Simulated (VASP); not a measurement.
# DyMgSb3 (Pmmm) in VASP: relaxation of cell and atoms with PBE

Aim: the relaxation of cell and atoms of DyMgSb3 with PBE.

Program: VASP 6.6.1. These are calculated values, not measurements. Logs are shortened: lines on timing, memory, paths and dates and some standing lists are left out, and cuts for length are marked.

## (1) The cell of the first run

Symmetry: Pmmm, No. 47, orthorhombic system. Conventional cell: a = 4.286 Å, b = 4.287 Å, c = 7.889 Å, α = 90.00°, β = 90.00°, γ = 90.00°. Dy (site symmetry mmm) has 8 Sb at 3.03 to 3.25 Å within 4.0 Å. Within 4.5 Å of Mg (site symmetry mmm) lie 12 Sb at 3.38 to 4.49 Å and 4 Mg at 4.29 Å and 4 Dy at 4.49 Å. Sb (site symmetry mm2) has 3 Sb at 2.99 to 3.25 Å and 2 Dy at 3.25 Å and 4 Mg at 3.38 Å within 3.9 Å. Sb (site symmetry mmm) has 4 Dy at 3.03 Å and 4 Sb at 3.25 Å within 4.0 Å.

The cell was built from a structure type or drawn by symmetry, and may not be a known phase.

## (2) Relaxation of cell and atoms, PBE

INCAR

```
PREC = Accurate ; ENCUT = 600
EDIFF = 1E-7 ; ISMEAR = 0
SIGMA = 0.1 ; LREAL = F
LASPH = T ; NELM = 200
ALGO = Normal ; ISIF = 3
LWAVE = F ; LCHARG = F
GGA = PE ; IBRION = 2
NSW = 100 ; EDIFFG = -0.01
GGA_COMPAT = F ; NELMIN = 4
LMAXMIX = 6
```

KPOINTS

```
regular mesh
0
Gamma
  10 10 6
```

POSCAR

```
DyMgSb3
1.0
    4.2870698597      0.0000000000      0.0000000000
    0.0000000000      4.2860202039      0.0000000000
    0.0000000000      0.0000000000      7.8890644297
Dy Mg Sb
1 1 3
Direct
    0.5000000000      0.5000000000      0.5000000000
    0.5000000000      0.0000000000      0.0000000000
    0.0000000000      0.5000000000      0.8103715124
    0.0000000000      0.5000000000      0.1896284876
    0.0000000000      0.0000000000      0.5000000000
```

Potentials or basis: VASP PAW PBE potentials, release 64 (Dy_3, Mg, Sb), 4f in core.

Started as:

```console
> cat potpaw_PBE.64/Dy_3/POTCAR potpaw_PBE.64/Mg/POTCAR potpaw_PBE.64/Sb/POTCAR > POTCAR
> mpirun -np 1 vasp_std > vasp.out
```

OUTCAR:

```text
PREC = Accurate
   ENCUT = 600
   EDIFF = 1E-7
   ISMEAR = 0
   LREAL = F
   LASPH = T
   NELM = 200
   ISIF = 3
   GGA = PE
   IBRION = 2
   NSW = 100
   EDIFFG = -0.01
   NELMIN = 4

 ion  position               nearest neighbor table
   1  0.500  0.500  0.500-   5 3.03   5 3.03   5 3.03   5 3.03   3 3.25   4 3.25   3 3.25   4 3.25

   2  0.500  0.000  0.000-   3 3.38   4 3.38   3 3.38   4 3.38   3 3.38   4 3.38   3 3.38   4 3.38

   3  0.000  0.500  0.810-   4 2.99   5 3.25   5 3.25   1 3.25   1 3.25   2 3.38   2 3.38   2 3.38
                             2 3.38
   4  0.000  0.500  0.190-   3 2.99   5 3.25   5 3.25   1 3.25   1 3.25   2 3.38   2 3.38   2 3.38
                             2 3.38
   5  0.000  0.000  0.500-   1 3.03   1 3.03   1 3.03   1 3.03   3 3.25   4 3.25   4 3.25   3 3.25

  LATTYP: Found a simple orthorhombic cell.
 ALAT       =     4.2860202039
 B/A-ratio  =     1.0002449022
 C/A-ratio  =     1.8406503130

  Lattice vectors:

 A1 = (   0.0000000000,  -4.2860202039,   0.0000000000)
 A2 = (   4.2870698597,   0.0000000000,   0.0000000000)
 A3 = (   0.0000000000,   0.0000000000,   7.8890644297)

Analysis of symmetry for initial positions (statically):
=====================================================================
 Subroutine PRICEL returns:
 Original cell was already a primitive cell.

 Routine SETGRP: Setting up the symmetry group for a
 simple orthorhombic supercell.

 Subroutine GETGRP returns: Found  8 space group operations
 (whereof  8 operations were pure point group operations)
 out of a pool of  8 trial point group operations.

The static configuration has the point symmetry D_2h.

Analysis of symmetry for dynamics (positions and initial velocities):
=====================================================================
 Subroutine PRICEL returns:
 Original cell was already a primitive cell.

 Routine SETGRP: Setting up the symmetry group for a
 simple orthorhombic supercell.

 Subroutine GETGRP returns: Found  8 space group operations
 (whereof  8 operations were pure point group operations)
 out of a pool of  8 trial point group operations.

The dynamic configuration has the point symmetry D_2h.

 Subroutine INISYM returns: Found  8 space group operations
 (whereof  8 operations are pure point group operations),
 and found     1 'primitive' translations

----------------------------------------------------------------------------------------

                                     Primitive cell

  volume of cell :     144.9574

  direct lattice vectors                    reciprocal lattice vectors
     4.287069860  0.000000000  0.000000000     0.233259553  0.000000000  0.000000000
     0.000000000  4.286020204  0.000000000     0.000000000  0.233316679  0.000000000
     0.000000000  0.000000000  7.889064430     0.000000000  0.000000000  0.126757743

  length of vectors
     4.287069860  4.286020204  7.889064430     0.233259553  0.233316679  0.126757743

  position of ions in fractional coordinates (direct lattice)
     0.500000000  0.500000000  0.500000000
     0.500000000  0.000000000  0.000000000
     0.000000000  0.500000000  0.810371512
     0.000000000  0.500000000  0.189628488
     0.000000000  0.000000000  0.500000000

  ion indices of the primitive-cell ions
   primitive index   ion index
                 1           1
                 2           2
                 3           3
                 4           4
                 5           5

----------------------------------------------------------------------------------------

 KPOINTS: regular mesh

Automatic generation of k-mesh.
 Grid dimensions read from file:
 generate k-points for:   10   10    6

 Generating k-lattice:

  Cartesian coordinates                     Fractional coordinates (reciprocal lattice)
     0.023325955  0.000000000  0.000000000     0.100000000  0.000000000  0.000000000
     0.000000000  0.023331668  0.000000000     0.000000000  0.100000000  0.000000000
     0.000000000  0.000000000  0.021126290     0.000000000  0.000000000  0.166666667

  Length of vectors
     0.023325955  0.023331668  0.021126290

  Shift w.r.t. Gamma in fractional coordinates (k-lattice)
     0.000000000  0.000000000  0.000000000

 Subroutine IBZKPT returns following result:
 ===========================================

 Found    144 irreducible k-points:

 Following reciprocal coordinates:
            Coordinates               Weight
  0.000000  0.000000  0.000000      1.000000
  0.100000  0.000000  0.000000      2.000000
  0.200000  0.000000  0.000000      2.000000
  0.300000  0.000000  0.000000      2.000000
  0.400000  0.000000  0.000000      2.000000
  0.500000  0.000000  0.000000      1.000000
[... 16 lines left out ...]
  0.400000  0.300000  0.000000      4.000000
  0.500000  0.300000  0.000000      2.000000
 [... further k-points ...]
   k-points           NKPTS =    144   k-points in BZ     NKDIM =    144   number of bands    NBANDS=     17
   number of dos      NEDOS =    301   number of ions     NIONS =      5
   total plane-waves  NPLWV =  82944
   dimension x,y,z NGX =    36 NGY =   36 NGZ =   64
   dimension x,y,z NGXF=    72 NGYF=   72 NGZF=  128
   ions per type =               1   1   3
   NGX,Y,Z   is equivalent  to a cutoff of  13.96, 13.96, 13.49 a.u.
   NGXF,Y,Z  is equivalent  to a cutoff of  27.92, 27.93, 26.97 a.u.
 SYSTEM =  unknown system
   PREC   = accura    normal or accurate (medium, high low for compatibility)
   ISTART =      0    job   : 0-new  1-cont  2-samecut
   ICHARG =      2    charge: 1-file 2-atom 10-const
   ISPIN  =      1    spin polarized calculation?
   LNONCOLLINEAR =      F non collinear calculations
   LSORBIT =      F    spin-orbit coupling
   LASPH  =      T    aspherical Exc in radial PAW
   ENCUT  =  600.0 eV  44.10 Ry    6.64 a.u.   8.56  8.56 15.76*2*pi/ulx,y,z
   NELM   =    200;   NELMIN=  4; NELMDL= -5     # of ELM steps
   EDIFF  = 0.1E-06   stopping-criterion for ELM
   LREAL  =      F    real-space projection
   EDIFFG = -.1E-01   stopping-criterion for IOM
   NSW    =    100    number of steps for IOM
   IBRION =      2    ionic relax: 0-MD 1-quasi-New 2-CG
   NFREE  =      1    steps in history (QN), initial steepest desc. (CG)
   ISIF   =      3    stress and relaxation
   ISYM   =      2    0-nonsym 1-usesym 2-fastsym
   POTIM  = 0.5000    time-step for ionic-motion
   TEBEG  =    0.0;   TEEND  =   0.0 temperature during run
   PSTRESS=    0.0 pullay stress
   NELECT =      26.0000    total number of electrons
   NUPDOWN=      -1.0000    fix difference up-down
   EMIN   =  10.00;   EMAX   =-10.00  energy-range for DOS
   EFERMI =   0.00;   METHOD = LEGACY
   ISMEAR =     0;   SIGMA  =   0.10  broadening in eV -4-tet -1-fermi 0-gaus
   EFERMI_NEDOS =   21; number of points for ismear=-14 and -15
   IALGO  =     38    algorithm
   IMIX   =      4    mixing-type and parameters
     AMIX     =   0.40;   BMIX     =  1.00
     AMIX_MAG =   1.60;   BMIX_MAG =  1.00
  volume/ion in A,a.u.               =      28.99       195.64
  Fermi-wavevector in a.u.,A,eV,Ry     =   0.923250  1.744689 11.597471  0.852390
  Thomas-Fermi vector in A             =   2.048866
   LORBIT       =      0    0 simple, 1 ext, 2 COOP (PROOUT), +10 PAW based schemes
   GGA     = PE    functional components
   LHFCALC =     F    Hartree Fock is set to
   AEXX    =    0.0000 exact exchange contribution
   IVDW    =     0    specifies the selected vdW correction
   LEPSILON=     F    determine dielectric tensor
   LRPA    =     F    only Hartree local field effects (RPA)
 conjugate gradient relaxation of ions
 non-spin polarized calculation
 Gauss-broadening in eV      SIGMA  =   0.10
  energy-cutoff  :      600.00
  volume of cell :      144.96
 maximum number of plane-waves:      4878
 NGX is ok and might be reduce to    36
   NGX = 17   NGY = 17   NGZ = 31

--------------------------------------- Ionic step        1  -------------------------------------------

 number of electron      26.0000003 magnetization

 Free energy of the ion-electron system (eV)
  ---------------------------------------------------
  ext. energy  EPLUGINS =         0.00000000
  ---------------------------------------------------
  free energy    TOTEN  =       -20.04760559 eV

  energy without entropy =      -20.03426254  energy(sigma->0) =      -20.04093407

------------------------ aborting loop because EDIFF is reached ----------------------------------------

  FORCE on cell =-STRESS in cart. coord.  units (eV):
  Direction    XX          YY          ZZ          XY          YZ          ZX
  --------------------------------------------------------------------------------------
  -------------------------------------------------------------------------------------
  Total        0.0425120      0.1052188      0.1210805      0.0000000      0.0000000      0.0000000
  in kB        0.4698740      1.1629571      1.3382722      0.0000000      0.0000000      0.0000000
  external PRESSURE =       0.9903678 kB  Pullay stress =       0.0000000 kB

 VOLUME and BASIS-vectors are now :
 -----------------------------------------------------------------------------
  energy-cutoff  :      600.00
  volume of cell :      144.96
      direct lattice vectors                 reciprocal lattice vectors
     4.287069860  0.000000000  0.000000000     0.233259553  0.000000000  0.000000000
     0.000000000  4.286020204  0.000000000     0.000000000  0.233316679  0.000000000
     0.000000000  0.000000000  7.889064430     0.000000000  0.000000000  0.126757743
[... 118 lines left out ...]
 POSITION                                       TOTAL-FORCE (eV/Angst)
 -----------------------------------------------------------------------------------
      2.14258      2.14578      3.95101         0.000000      0.000000      0.000000
      2.14258      4.29157      0.00000        -0.000000      0.000000      0.000000
     -0.00000      2.14578      6.41075        -0.000000      0.000000      0.011421
     -0.00000      2.14578      1.49127        -0.000000      0.000000     -0.011421
     -0.00000      4.29157      3.95101        -0.000000      0.000000      0.000000
 -----------------------------------------------------------------------------------
    total drift:                                0.000000      0.000000      0.000000

  FREE ENERGIE OF THE ION-ELECTRON SYSTEM (eV)
  ---------------------------------------------------
  free  energy   TOTEN  =       -20.0482483578 eV

  energy  without entropy=      -20.0348931429  energy(sigma->0) =      -20.04157075

--------------------------------------- Ionic step        5  -------------------------------------------

 number of electron      26.0000003 magnetization

 Free energy of the ion-electron system (eV)
  ---------------------------------------------------
  ext. energy  EPLUGINS =         0.00000000
  ---------------------------------------------------
  free energy    TOTEN  =       -20.04830157 eV

  energy without entropy =      -20.03493649  energy(sigma->0) =      -20.04161903

 E-fermi :   5.5486     XC(G=0):  -9.4068

 val. band max:        5.5462758003   @ k =   0.1000   0.5000   0.3333
 cond. band min:       5.5503020363   @ k =   0.2000   0.1000   0.3333
 fundamental gap:      0.0040262360
 Fermi energy:         5.5486472379

 k-point     1 :       0.0000    0.0000    0.0000
  band No.  band energies     occupation
      1     -18.1885      2.00000
      2     -18.1645      2.00000
      3     -18.1524      2.00000
      4      -5.7727      2.00000
      5      -3.5926      2.00000
      6      -3.3201      2.00000
[... 9 lines left out ...]
     16       6.0854      0.00000
     17       7.3341      0.00000
[... 441 lines left out ...]
 k-point    24 :       0.5000    0.3000    0.0000
  band No.  band energies     occupation
      1     -18.2292      2.00000
      2     -18.1941      2.00000
      3     -18.1732      2.00000
      4      -4.5814      2.00000
      5      -3.2611      2.00000
      6      -2.7476      2.00000
[... 9 lines left out ...]
     16       6.1637      0.00000
     17       7.4424      0.00000

 [... further k-points ...]

------------------------ aborting loop because EDIFF is reached ----------------------------------------

  FORCE on cell =-STRESS in cart. coord.  units (eV):
  Direction    XX          YY          ZZ          XY          YZ          ZX
  --------------------------------------------------------------------------------------
  -------------------------------------------------------------------------------------
  Total       -0.0240378     -0.0109912      0.0056100      0.0000000      0.0000000      0.0000000
  in kB       -0.2652089     -0.1212659      0.0618955      0.0000000      0.0000000      0.0000000
  external PRESSURE =      -0.1081931 kB  Pullay stress =       0.0000000 kB

 VOLUME and BASIS-vectors are now :
 -----------------------------------------------------------------------------
  energy-cutoff  :      600.00
  volume of cell :      145.22
      direct lattice vectors                 reciprocal lattice vectors
     4.282422421  0.000000000  0.000000000     0.233512695  0.000000000  0.000000000
    -0.000000000  4.291253585  0.000000000     0.000000000  0.233032139  0.000000000
     0.000000000  0.000000000  7.902103609     0.000000000  0.000000000  0.126548581

 POSITION                                       TOTAL-FORCE (eV/Angst)
 -----------------------------------------------------------------------------------
      2.14121      2.14563      3.95105         0.000000     -0.000000      0.000000
      2.14121      0.00000      0.00000        -0.000000     -0.000000      0.000000
     -0.00000      2.14563      6.41281         0.000000      0.000000     -0.000479
      4.28242      2.14563      1.48929        -0.000000     -0.000000      0.000479
      4.28242      0.00000      3.95105        -0.000000     -0.000000      0.000000
 -----------------------------------------------------------------------------------
    total drift:                                0.000000      0.000000      0.000000

  FREE ENERGIE OF THE ION-ELECTRON SYSTEM (eV)
  ---------------------------------------------------
  free  energy   TOTEN  =       -20.0483015713 eV

  energy  without entropy=      -20.0349364947  energy(sigma->0) =      -20.04161903

 reached required accuracy - stopping structural energy minimisation
```

Wall time 16 min (1 thread of Intel Xeon Platinum 8259CL at 2.50GHz (Skylake/Cascade Lake), shared host); peak memory 0.7 GiB.

What came out:

- Free energy: -20.0483 eV
- Relaxed volume: 29.04 Å³/atom
- Relaxed cell: a = 4.282 Å, b = 4.291 Å, c = 7.902 Å, α = 90.00°, β = 90.00°, γ = 90.00°
- Space group after relaxing (to 0.1 Å): Pmmm (No. 47)
- Energy gained by relaxing: 0.1 meV/atom
- Ionic steps: 5
- Pressure after relaxing: 0.0 GPa
- Band gap on the k mesh: zero (bands 13 and 14 overlap by 2.71 eV)

The path:
```
step  energy change (eV)  largest force (eV/Å)  pressure (GPa)  volume (Å³)
   1              0.0000                0.0598            0.10       144.96
   2             -0.0004                0.0383           -0.04       145.33
   3             -0.0004                0.0301           -0.09       145.48
   4             -0.0006                0.0114           -0.04       145.32
   5             -0.0007                0.0005           -0.01       145.22
```

Final structure:
```xyz
5
Lattice="4.2824 0.0000 0.0000 0.0000 4.2913 0.0000 0.0000 0.0000 7.9021" Properties=species:S:1:pos:R:3 pbc="T T T"
Dy    2.1412    2.1456    3.9511
Mg    2.1412    0.0000    0.0000
Sb    0.0000    2.1456    6.4128
Sb    4.2824    2.1456    1.4893
Sb    4.2824    0.0000    3.9511
```

Caveat: spin-orbit coupling is left out, which moves the levels of the heavy elements; the 4f electrons are frozen in the core, so they carry no moment and show no levels. Spin polarisation is off, so any magnetic state and its effect on volume and gap are missing.
